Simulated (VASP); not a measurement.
Set up this calculation in VASP 6.6.1, as the native input.

| Quantity | Value |
| --- | --- |
| Task | relaxation of cell and atoms |
| Functional | PBE |
| Potentials or basis | VASP PAW PBE potentials, release 64 (Te) |
| Cutoff | 600 eV |
| k mesh | 6 × 4 × 4 |
| Occupations | gaussian, width 0.1 eV |
| Spin | no spin polarisation |
| Dipole correction | no |
| Further INCAR settings | ALGO = Normal; EDIFF = 1e-06; IBRION = 2; EDIFFG = -0.04; NSW = 90; ISIF = 3 |

The structure of Te lies in POSCAR:

```
Te
1.0
    2.9264618200      0.0000000000      0.0000000000
    0.0000000000      4.9214807800      0.0000000000
    0.0000000000      0.0000000000      5.9673726400
Te
3
Direct
    0.0000000000      0.0000000000      0.2558544800
    0.0000000000      0.0000000000      0.7441455200
    0.0000000000      0.5000000000      0.0000000000
```

One way to write it, as run:

INCAR

```
PREC = Accurate
ENCUT = 600
EDIFF = 1E-6
ISMEAR = 0
SIGMA = 0.1
LREAL = False
LASPH = True
NELM = 60
ALGO = Normal
ISIF = 3
LWAVE = False
LCHARG = False
GGA = PE
IBRION = 2
NSW = 90
EDIFFG = -0.04
```

KPOINTS

```
regular mesh
0
Gamma
  6 4 4
```

Potentials or basis: VASP PAW PBE potentials, release 64 (Te).

Launch:

```console
$ cat potpaw_PBE.64/Te/POTCAR > POTCAR
$ mpirun -np 1 vasp_std > vasp.out
```

Results of the run:

```yaml
Relaxed_volume: 37.85 Å³/atom
Relaxed_cell: a = 3.316 Å, b = 5.532 Å, c = 6.190 Å, α = 90.00°, β = 90.00°, γ = 90.00°
Space_group_after_relaxing_to_0.05_Å: Pmmm (No. 47)
Energy_gained_by_relaxing: 503.1 meV/atom
Ionic_steps: 15
Pressure_after_relaxing: 0.0 GPa
Largest_force_after_relaxing: 0.008 eV/Å
Band_gap_on_the_k_mesh: zero (band 9 reaches 6.34 eV, above the bottom of band 10 at 3.60 eV)
```

Caveat: the volume moved by over 15 % at a fixed basis, so the end points are rough; spin-orbit coupling is left out, which moves the levels of the heavy elements.

Wall time 4.8 min on 1 thread of Intel Xeon 6975P-C (shared host), peak memory 0.23 GiB.
